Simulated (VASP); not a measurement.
**Mg: single point with PBEsol**

Crystal: Mg.

```
CELL_PARAMETERS angstrom
3.02950 0.02559 -0.01797
-1.49259 2.58523 0.00000
-0.01793 -0.01035 2.91796
ATOMIC_POSITIONS crystal
Mg 0.00000 0.00000 0.00000
```

This cell differs from its parent crystal: strained.

```
Program             : VASP 6.6.1
Task                : single point
Functional          : PBEsol
Potentials or basis : VASP PAW PBE potentials, release 64 (Mg)
Cutoff              : 520 eV
k mesh              : 14 × 14 × 12
Occupations         : gaussian, width 0.1 eV
Spin                : no spin polarisation
```

- Pressure: 2.7 GPa
- Band gap on the k mesh: zero (bands 1 and 2 overlap by 5.35 eV)

Stress tensor (GPa, compression positive):
```
 2.15 -0.25 -0.25
-0.25  2.44 -0.14
-0.25 -0.14  3.52
```

Levels at points of the mesh, in eV from the Fermi level:
```csv
k point,band 1,band 2,band 3,band 4
"(0.00, 0.00, 0.00)",-6.97,8.55,9.83,12.35
"(0.50, 0.00, 0.00)",-1.87,-1.47,8.47,8.99
"(0.00, 0.50, 0.00)",-1.76,-1.27,8.17,8.49
"(0.00, 0.00, 0.50)",-2.80,-2.48,14.84,15.36
"(0.50, 0.00, 0.50)",1.60,2.28,2.84,3.31
"(0.00, 0.50, 0.50)",1.73,2.45,2.96,3.48
```

Wall time 26 s on 1 thread of Intel Xeon 8259CL (shared host), peak memory 0.23 GiB.

Caveat: the cell differs from its parent crystal (strained); the PAW data sets were made with another functional, which shifts forces and pressure a little.
